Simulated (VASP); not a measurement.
# La3Mg (Fm-3m) in VASP: further runs, part 2 of 2

VASP 6.6.1. The steps go on from the part before.

### 3 Relaxation of cell and atoms, LDA

This run uses another cell than the first one, of 34.97 Å³/atom.

Input file INCAR:

```
SYSTEM = La3Mg
PREC     = Accurate       ! precision mode
ENCUT    = 600            ! plane-wave cutoff, eV
EDIFF    = 1E-7           ! SCF threshold, eV
ISMEAR   = -1             ! smearing method
SIGMA    = 0.1            ! smearing width, eV
LREAL    = .FALSE.        ! projectors in reciprocal space
LASPH    = .TRUE.         ! aspherical terms in the spheres
NELM     = 200            ! most SCF steps
ALGO     = Normal         ! electronic algorithm
ISIF     = 3              ! what is computed and relaxed
LWAVE    = .FALSE.        ! write WAVECAR
LCHARG   = .FALSE.        ! write CHGCAR
GGA      = CA             ! functional
IBRION   = 2              ! ionic algorithm
NSW      = 80             ! ionic steps
EDIFFG   = -0.03          ! ionic threshold
GGA_COMPAT= .FALSE.      
NELMIN   = 4            
LMAXMIX  = 6              ! l up to which the mixer works
```

Input file KPOINTS:

```
regular mesh
0
G
  5 5 5
  0 0 0
```

Input file POSCAR:

```
La3Mg
1.0
    0.0000000000      4.1200000000      4.1200000000
    4.1200000000      0.0000000000      4.1200000000
    4.1200000000      4.1200000000      0.0000000000
Mg La
1 3
Direct
    0.0000000000      0.0000000000      0.0000000000
    0.5000000000      0.5000000000      0.5000000000
    0.2500000000      0.2500000000      0.2500000000
    0.7500000000      0.7500000000      0.7500000000
```

Potentials or basis: VASP PAW LDA potentials, release 64 (Mg, La).

Launch:

```
> cat potpaw_LDA.64/Mg/POTCAR potpaw_LDA.64/La/POTCAR > POTCAR
> mpirun -np 1 vasp_std > vasp.out
```

OUTCAR:

```text
SYSTEM = La3Mg
   PREC = Accurate
   ENCUT = 600
   EDIFF = 1E-7
   ISMEAR = -1
   LREAL = .FALSE.
   LASPH = .TRUE.
   NELM = 200
   ISIF = 3
   GGA = CA
   IBRION = 2
   NSW = 80
   EDIFFG = -0.03
   NELMIN = 4

 ion  position               nearest neighbor table
   1  0.000  0.000  0.000-   4 3.57   4 3.57   4 3.57   3 3.57   3 3.57   3 3.57   4 3.57   3 3.57

   2  0.500  0.500  0.500-   3 3.57   3 3.57   3 3.57   4 3.57   4 3.57   4 3.57   4 3.57   3 3.57

   3  0.250  0.250  0.250-   1 3.57   1 3.57   1 3.57   2 3.57   2 3.57   2 3.57   2 3.57   1 3.57

   4  0.750  0.750  0.750-   2 3.57   2 3.57   2 3.57   1 3.57   1 3.57   1 3.57   2 3.57   1 3.57

  LATTYP: Found a face centered cubic cell.
 ALAT       =     8.2400000000

  Lattice vectors:

 A1 = (   0.0000000000,   4.1200000000,   4.1200000000)
 A2 = (   4.1200000000,   0.0000000000,   4.1200000000)
 A3 = (   4.1200000000,   4.1200000000,   0.0000000000)

Analysis of symmetry for initial positions (statically):
=====================================================================
 Subroutine PRICEL returns:
 Original cell was already a primitive cell.

 Routine SETGRP: Setting up the symmetry group for a
 face centered cubic supercell.

 Subroutine GETGRP returns: Found 48 space group operations
 (whereof 48 operations were pure point group operations)
 out of a pool of 48 trial point group operations.

The static configuration has the point symmetry O_h .

Analysis of symmetry for dynamics (positions and initial velocities):
=====================================================================
 Subroutine PRICEL returns:
 Original cell was already a primitive cell.

 Routine SETGRP: Setting up the symmetry group for a
 face centered cubic supercell.

 Subroutine GETGRP returns: Found 48 space group operations
 (whereof 48 operations were pure point group operations)
 out of a pool of 48 trial point group operations.

The dynamic configuration has the point symmetry O_h .

 Subroutine INISYM returns: Found 48 space group operations
 (whereof 48 operations are pure point group operations),
[... 109 lines left out ...]
   LORBIT       =      0    0 simple, 1 ext, 2 COOP (PROOUT), +10 PAW based schemes
   GGA     = CA    functional components
   LHFCALC =     F    Hartree Fock is set to
   AEXX    =    0.0000 exact exchange contribution
   IVDW    =     0    specifies the selected vdW correction
   LEPSILON=     F    determine dielectric tensor
   LRPA    =     F    only Hartree local field effects (RPA)
 conjugate gradient relaxation of ions
 non-spin polarized calculation
  energy-cutoff  :      600.00
  volume of cell :      139.87
 maximum number of plane-waves:      4696
   NGX = 23   NGY = 23   NGZ = 23

--------------------------------------- Ionic step        1  -------------------------------------------

 number of electron      34.9999998 magnetization

 Free energy of the ion-electron system (eV)
  ---------------------------------------------------
  ext. energy  EPLUGINS =         0.00000000
  ---------------------------------------------------
  free energy    TOTEN  =       -18.26053599 eV

  energy without entropy =      -18.03537986  energy(sigma->0) =      -18.14795792

------------------------ aborting loop because EDIFF is reached ----------------------------------------

  FORCE on cell =-STRESS in cart. coord.  units (eV):
  Direction    XX          YY          ZZ          XY          YZ          ZX
  --------------------------------------------------------------------------------------
  -------------------------------------------------------------------------------------
  Total       -3.3738786     -3.3738786     -3.3738786     -0.0000000     -0.0000000      0.0000000
  in kB      -38.6472321    -38.6472321    -38.6472321     -0.0000000     -0.0000000      0.0000000
  external PRESSURE =     -38.6472321 kB  Pullay stress =       0.0000000 kB
[... 25 lines left out ...]
--------------------------------------- Ionic step        2  -------------------------------------------

 number of electron      34.9999998 magnetization

 E-fermi :   7.4592     XC(G=0):  -9.9072

 val. band max:        7.4306797307   @ k =  -0.4000   0.4000   0.2000
 cond. band min:       7.4761191541   @ k =  -0.2000   0.2000   0.0000
 fundamental gap:      0.0454394234
 Fermi energy:         7.4591765895

 k-point     1 :       0.0000    0.0000    0.0000
  band No.  band energies     occupation
      1     -25.2530      2.00000
      2     -24.9094      2.00000
      3     -24.7514      2.00000
      4      -9.2704      2.00000
      5      -9.2704      2.00000
      6      -9.2704      2.00000
[... 266 lines left out ...]
--------------------------------------- Ionic step        3  -------------------------------------------

 number of electron      34.9999998 magnetization

 Free energy of the ion-electron system (eV)
  ---------------------------------------------------
  ext. energy  EPLUGINS =         0.00000000
  ---------------------------------------------------
  free energy    TOTEN  =       -18.53244778 eV

  energy without entropy =      -18.31566544  energy(sigma->0) =      -18.42405661

 E-fermi :   7.7769     XC(G=0): -10.0363

 val. band max:        7.6578315263   @ k =  -0.4000   0.4000   0.0000
 cond. band min:       7.7943894166   @ k =  -0.4000   0.4000   0.2000
 fundamental gap:      0.1365578903
 Fermi energy:         7.7768824383

 k-point     1 :       0.0000    0.0000    0.0000
  band No.  band energies     occupation
      1     -24.9189      2.00000
      2     -24.5309      2.00000
      3     -24.3570      2.00000
      4      -8.9590      2.00000
      5      -8.9590      2.00000
      6      -8.9590      2.00000
[... 260 lines left out ...]
  FREE ENERGIE OF THE ION-ELECTRON SYSTEM (eV)
  ---------------------------------------------------
  free  energy   TOTEN  =       -18.5324477789 eV

  energy  without entropy=      -18.3156654365  energy(sigma->0) =      -18.42405661

 reached required accuracy - stopping structural energy minimisation
```

OSZICAR:

```text
N       E                     dE             d eps       ncg     rms          rms(c)
DAV:   1     0.449326514287E+03    0.44933E+03   -0.13431E+04   420   0.237E+03
DAV:   2     0.705776859349E+02   -0.37875E+03   -0.37424E+03   732   0.412E+02
DAV:   3    -0.655669315943E+01   -0.77134E+02   -0.76755E+02   595   0.262E+02
[... 55 lines left out ...]
DAV:   8    -0.185324477530E+02    0.83235E-05   -0.14350E-04   643   0.106E-01    0.501E-03
DAV:   9    -0.185324475325E+02    0.22056E-06   -0.12234E-05   736   0.322E-02    0.344E-03
DAV:  10    -0.185324478047E+02   -0.27227E-06   -0.13570E-06   672   0.917E-03    0.124E-03
DAV:  11    -0.185324477432E+02    0.61552E-07   -0.11600E-06   520   0.801E-03    0.619E-04
DAV:  12    -0.185324477789E+02   -0.35691E-07   -0.36092E-07   330   0.393E-03
   3 F= -.18532448E+02 E0= -.18424057E+02  d E =-.271912E+00
```

CONTCAR:

```text
La3Mg
   1.00000000000000
    -0.0000000000000000    3.9104273180618785    3.9104273180618785
     3.9104273180618785   -0.0000000000000000    3.9104273180618785
     3.9104273180618785    3.9104273180618785    0.0000000000000000
  Mg              La
     1     3
Direct
     0.0000000000000000    0.0000000000000000    0.0000000000000000
     0.5000000000000000    0.5000000000000000    0.5000000000000000
     0.2500000000000000    0.2500000000000000    0.2500000000000000
     0.7500000000000000    0.7500000000000000    0.7500000000000000

  0.00000000E+00  0.00000000E+00  0.00000000E+00
  0.00000000E+00  0.00000000E+00  0.00000000E+00
  0.00000000E+00  0.00000000E+00  0.00000000E+00
  0.00000000E+00  0.00000000E+00  0.00000000E+00
```

It took 1.8 min on 1 thread of Intel Xeon 6975P-C (Granite Rapids), shared host; peak memory 0.29 GiB.

Results:

| Quantity | Value |
| --- | --- |
| Free energy | -18.5324 eV |
| Relaxed volume | 29.90 Å³/atom |
| Relaxed cell | a = 5.530 Å, b = 5.530 Å, c = 5.530 Å, α = 60.00°, β = 60.00°, γ = 60.00° |
| Space group after relaxing (to 0.1 Å) | Fm-3m (No. 225) |
| Energy gained by relaxing | 68.0 meV/atom |
| Ionic steps | 3 |
| Pressure after relaxing | -0.1 GPa |
| Band gap on the k mesh | zero (an odd number of electrons rules out a gap without spin polarisation) |

The path:
```
step  energy change (eV)  largest force (eV/Å)  pressure (GPa)  volume (Å³)
   1              0.0000                0.0000           -3.86       139.87
   2             -0.2588                0.0000           -0.98       123.48
   3             -0.2719                0.0000           -0.06       119.59
```

Final structure:
```xyz
4
Lattice="0.0000 3.9104 3.9104 3.9104 0.0000 3.9104 3.9104 3.9104 0.0000" Properties=species:S:1:pos:R:3 pbc="T T T"
Mg    0.0000    0.0000    0.0000
La    3.9104    3.9104    3.9104
La    1.9552    1.9552    1.9552
La    5.8656    5.8656    5.8656
```

Levels at points of the mesh, in eV from the Fermi level:
```csv
k point,band 16,band 17,band 18,band 19,band 20,band 21
"(0.00, 0.00, 0.00)",-0.64,-0.64,-0.64,1.23,1.23,1.23
```

Caveat: spin-orbit coupling is left out, which moves the levels of the heavy elements.
